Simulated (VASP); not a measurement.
Input of a VASP 6.6.1 run:

The input INCAR:

```
SYSTEM = WSe4
PREC     = Accurate       ! precision mode
ENCUT    = 520            ! plane-wave cutoff, eV
EDIFF    = 1E-7           ! SCF threshold, eV
ISMEAR   = 0              ! smearing method
SIGMA    = 0.1            ! smearing width, eV
LREAL    = .FALSE.        ! projectors in reciprocal space
LASPH    = .TRUE.         ! aspherical terms in the spheres
NELM     = 100            ! most SCF steps
ALGO     = Normal         ! electronic algorithm
ISIF     = 2              ! what is computed and relaxed
LWAVE    = .FALSE.        ! write WAVECAR
LCHARG   = .TRUE.         ! write CHGCAR
GGA      = PE             ! functional
LELF     = .TRUE.         ! ELF
LVHAR    = .TRUE.       
NBANDS   = 27             ! bands
```

KPOINTS

```
regular mesh
0
G
  4 4 4
  0 0 0
```

POSCAR

```
WSe4
1.0
    5.0348280100      0.0000000000      0.0000000000
    0.0000000000      5.0348280100      0.0000000000
    0.0000000000      0.0000000000      5.0348280100
W Se
1 4
Direct
    0.0000000000      0.0000000000      0.0000000000
    0.5000000000      0.0000000000      0.0000000000
    0.0000000000      0.5000000000      0.0000000000
    0.0000000000      0.0000000000      0.5000000000
    0.5000000000      0.5000000000      0.5000000000
```

Potentials or basis: VASP PAW PBE potentials, release 64 (W_sv, Se).

Run with:

```sh
$ cat potpaw_PBE.64/W_sv/POTCAR potpaw_PBE.64/Se/POTCAR > POTCAR
$ mpirun -np 1 vasp_std > vasp.out
```

**Question.** What does it give for the pressure?

**Answer.** -5.7 GPa.

**Question.** Predict the band gap on the k mesh.

**Answer.** Zero (band 19 reaches 3.84 eV, above the bottom of band 20 at 2.10 eV).

Caveat: spin-orbit coupling is left out, which moves the levels of the heavy elements.
